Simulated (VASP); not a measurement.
# Sb (Fm-3m) in VASP: settings compared, part 2 of 2

VASP 6.6.1.

### Step 5. Single point, BLYP+D3(BJ)

This run uses another cell than the first one, of 26.87 Å³/atom.

File INCAR:

```
SYSTEM = Sb
  PREC = Accurate
  ENCUT = 520
  EDIFF = 1E-6
  ISMEAR = -1
  SIGMA = 0.05
  LREAL = .FALSE.
  LASPH = .TRUE.
  NELM = 100
  ALGO = Normal
  ISIF = 2
  LWAVE = .FALSE.
  LCHARG = .TRUE.
  GGA = B5
  ALDAX = 1.0
  AGGAX = 1.0
  AGGAC = 1.0
  ALDAC = 0.0
  IVDW = 12
  VDW_S6 = 1.0
  VDW_S8 = 2.6996
  VDW_A1 = 0.4298
  VDW_A2 = 4.2359
  LELF = .TRUE.
  LVHAR = .TRUE.
  NBANDS = 8
```

File KPOINTS:

```
regular mesh
0
G
  10 10 10
  0 0 0
```

File POSCAR:

```
Sb
1.0
    0.0000000000      2.3772141217      2.3772141217
    2.3772141217      0.0000000000      2.3772141217
    2.3772141217      2.3772141217      0.0000000000
Sb
1
Direct
    0.0000000000      0.0000000000      0.0000000000
```

Command:

```bash
$ cat potpaw_PBE.64/Sb/POTCAR > POTCAR
$ mpirun -np 1 vasp_std > vasp.out
```

Run time: 11 s. Hardware: 1 thread of Intel Xeon Platinum 8488C (Sapphire Rapids), shared host; peak memory 0.16 GiB.

Results (log left out):

| Property | Result |
| --- | --- |
| Free energy | -4.0962 eV |
| Pressure | 0.2 GPa |
| Band gap on the k mesh | zero (an odd number of electrons rules out a gap without spin polarisation) |
| Dispersion energy per atom | -1.235 eV |

Levels at points of the mesh, in eV from the Fermi level:
```tsv
k point	band 1	band 2	band 3	band 4	band 5	band 6
(0.00, 0.00, 0.00)	-12.94	5.17	5.17	5.17	10.10	10.10
(0.50, 0.00, 0.00)	-9.26	-5.72	3.51	3.51	8.41	9.28
(0.50, 0.50, 0.00)	-7.67	-4.86	0.34	0.34	4.49	4.88
```

Caveat: the PAW data sets were made with another functional, which shifts forces and pressure a little; spin-orbit coupling is left out, which moves the levels of the heavy elements.

### Step 6. Single point, BLYP+D4

This run uses another cell than the first one, of 27.41 Å³/atom.

File INCAR:

```
SYSTEM = Sb
AGGAC = 1.0
AGGAX = 1.0
ALDAC = 0.0
ALDAX = 1.0
ALGO = Normal
EDIFF = 1E-6
ENCUT = 520
GGA = B5
ISIF = 2
ISMEAR = -1
IVDW = 13
LASPH = .TRUE.
LCHARG = .TRUE.
LELF = .TRUE.
LREAL = .FALSE.
LVHAR = .TRUE.
LWAVE = .FALSE.
NBANDS = 8
NELM = 60
PREC = Accurate
SIGMA = 0.05
VDW_A1 = 0.44488865
VDW_A2 = 4.0933009
VDW_S6 = 1.0
VDW_S8 = 2.34076671
```

File KPOINTS:

```
k-points
0
G
  10 10 10
  0 0 0
```

File POSCAR:

```
Sb
1.0
    0.0000000000      2.3930265428      2.3930265428
    2.3930265428      0.0000000000      2.3930265428
    2.3930265428      2.3930265428      0.0000000000
Sb
1
Direct
    0.0000000000      0.0000000000      0.0000000000
```

Potentials or basis: VASP PAW PBE potentials, release 64 (Sb).

Command:

```bash
$ cat potpaw_PBE.64/Sb/POTCAR > POTCAR
$ mpirun -np 1 vasp_std > vasp.out
```

OUTCAR:

```text
SYSTEM = Sb
   EDIFF = 1E-6
   ENCUT = 520
   GGA = B5
   ISIF = 2
   ISMEAR = -1
   IVDW = 13
   LASPH = .TRUE.
   LREAL = .FALSE.
   NELM = 60
   PREC = Accurate

 ion  position               nearest neighbor table
   1  0.000  0.000  0.000-

  LATTYP: Found a face centered cubic cell.
 ALAT       =     4.7860530856

  Lattice vectors:

 A1 = (   0.0000000000,   2.3930265428,   2.3930265428)
 A2 = (   2.3930265428,   0.0000000000,   2.3930265428)
 A3 = (   2.3930265428,   2.3930265428,   0.0000000000)

Analysis of symmetry for initial positions (statically):
=====================================================================
 Subroutine PRICEL returns:
 Original cell was already a primitive cell.

 Routine SETGRP: Setting up the symmetry group for a
 face centered cubic supercell.

 Subroutine GETGRP returns: Found 48 space group operations
 (whereof 48 operations were pure point group operations)
 out of a pool of 48 trial point group operations.

The static configuration has the point symmetry O_h .

Analysis of symmetry for dynamics (positions and initial velocities):
=====================================================================
 Subroutine PRICEL returns:
 Original cell was already a primitive cell.

 Routine SETGRP: Setting up the symmetry group for a
 face centered cubic supercell.

 Subroutine GETGRP returns: Found 48 space group operations
 (whereof 48 operations were pure point group operations)
 out of a pool of 48 trial point group operations.

The dynamic configuration has the point symmetry O_h .

 Subroutine INISYM returns: Found 48 space group operations
 (whereof 48 operations are pure point group operations),
 and found     1 'primitive' translations

----------------------------------------------------------------------------------------

                                     Primitive cell

  volume of cell :      27.4077

[... 107 lines left out ...]
  volume/ion in A,a.u.               =      27.41       184.96
  Fermi-wavevector in a.u.,A,eV,Ry     =   0.928483  1.754579 11.729321  0.862081
  Thomas-Fermi vector in A             =   2.054664
   LORBIT       =      0    0 simple, 1 ext, 2 COOP (PROOUT), +10 PAW based schemes
   GGA     = B5    functional components
   LHFCALC =     F    Hartree Fock is set to
   AEXX    =    0.0000 exact exchange contribution
   IVDW    =    13    specifies the selected vdW correction
   LEPSILON=     F    determine dielectric tensor
   LRPA    =     F    only Hartree local field effects (RPA)
 non-spin polarized calculation
  energy-cutoff  :      520.00
  volume of cell :       27.41
 maximum number of plane-waves:       754
 NGX is ok and might be reduce to    28
   NGX = 13   NGY = 13   NGZ = 13

 number of electron       5.0000000 magnetization

 Free energy of the ion-electron system (eV)
  ---------------------------------------------------
  ext. energy  EPLUGINS =         0.00000000
  ---------------------------------------------------
  free energy    TOTEN  =        -2.88354614 eV

  energy without entropy =       -2.87750221  energy(sigma->0) =       -2.88052418

 E-fermi :   8.7796     XC(G=0):  -9.4864

 val. band max:        8.7444047582   @ k =  -0.4000   0.4000   0.1000
 cond. band min:       8.8303908889   @ k =  -0.2000   0.2000   0.0000
 fundamental gap:      0.0859861307
 Fermi energy:         8.7796431758

 k-point     1 :       0.0000    0.0000    0.0000
  band No.  band energies     occupation
      1      -4.0114      2.00000
      2      13.7960      0.00000
      3      13.7960      0.00000
      4      13.7960      0.00000
      5      18.8083      0.00000
      6      18.8083      0.00000
      7      18.8083      0.00000
      8      19.3841      0.00000
[... 243 lines left out ...]
 k-point    24 :       0.4000    0.3000    0.0000
  band No.  band energies     occupation
      1      -0.8569      2.00000
      2       6.6504      2.00000
      3       9.0338      0.01234
      4       9.8415      0.00000
      5      14.2348      0.00000
      6      15.3518      0.00000
      7      23.5250      0.00000
      8      24.1983      0.00000

 [... further k-points ...]

------------------------ aborting loop because EDIFF is reached ----------------------------------------

  DFT-D4 for vdW energy calculation

  Edisp (eV):   -1.04880

  FORCE on cell =-STRESS in cart. coord.  units (eV):
  Direction    XX          YY          ZZ          XY          YZ          ZX
  --------------------------------------------------------------------------------------
  -------------------------------------------------------------------------------------
  Total       0.03050     0.03050     0.03050     0.00000    -0.00000     0.00000
  in kB       1.78288     1.78288     1.78288     0.00000    -0.00000     0.00000
  external pressure =        1.78 kB  Pullay stress =        0.00 kB

 VOLUME and BASIS-vectors are now :
 -----------------------------------------------------------------------------
  energy-cutoff  :      520.00
  volume of cell :       27.41
      direct lattice vectors                 reciprocal lattice vectors
     0.000000000  2.393026543  2.393026543    -0.208940432  0.208940432  0.208940432
     2.393026543  0.000000000  2.393026543     0.208940432 -0.208940432  0.208940432
     2.393026543  2.393026543  0.000000000     0.208940432  0.208940432 -0.208940432

 POSITION                                       TOTAL-FORCE (eV/Angst)
 -----------------------------------------------------------------------------------
      0.00000      0.00000      0.00000        -0.000000      0.000000      0.000000
 -----------------------------------------------------------------------------------
    total drift:                                0.000000      0.000000      0.000000

  FREE ENERGIE OF THE ION-ELECTRON SYSTEM (eV)
  ---------------------------------------------------
  free  energy   TOTEN  =        -3.9323434790 eV

  energy  without entropy=       -3.9262995499  energy(sigma->0) =       -3.92932151
```

Wall time 10 s (1 thread of Intel Xeon Platinum 8488C (Sapphire Rapids), shared host); peak memory 0.15 GiB.

What came out:

```yaml
Free_energy: -3.9323 eV
Pressure: 0.2 GPa
Band_gap_on_the_k_mesh: zero (an odd number of electrons rules out a gap without spin polarisation)
Dispersion_energy_per_atom: -1.049 eV
```

Caveat: the PAW data sets were made with another functional, which shifts forces and pressure a little; spin-orbit coupling is left out, which moves the levels of the heavy elements.

### Step 7. The runs side by side

```csv
level,cell,k mesh,smearing,grid for exact exchange (PRECFOCK),share of exact exchange,gap on the mesh (eV),pressure (GPa)
PBE0,"a = 3.353 Å, angles 60.0°, 1 atom",5 × 5 × 5,methfessel-paxton 0.05 eV,Normal,0.25,none,-1.5
PBE,"a = 3.353 Å, angles 60.0°, 1 atom",10 × 10 × 10,gaussian 0.029 eV,-,-,none,1.8
PBE,"a = 3.353 Å, angles 60.0°, 1 atom",10 × 10 × 10,gaussian 0.03 eV,-,-,none,1.8
BLYP+D3(BJ),"a = 3.362 Å, angles 60.0°, 1 atom",10 × 10 × 10,fermi-dirac 0.05 eV,-,-,none,0.2
BLYP+D4,"a = 3.384 Å, angles 60.0°, 1 atom",10 × 10 × 10,fermi-dirac 0.05 eV,-,-,none,0.2
```

Alike in all rows: task single point; potentials or basis VASP PAW PBE potentials, release 64 (Sb); no spin polarisation; cutoff (eV) 520.

Caveats: some runs use coarse meshes; spin-orbit coupling is left out, which moves the levels of the heavy elements; the PAW data sets were made with another functional, which shifts forces and pressure a little (at least some runs).

Total energies depend on the potentials used, so only differences within one code and one set of settings carry meaning.
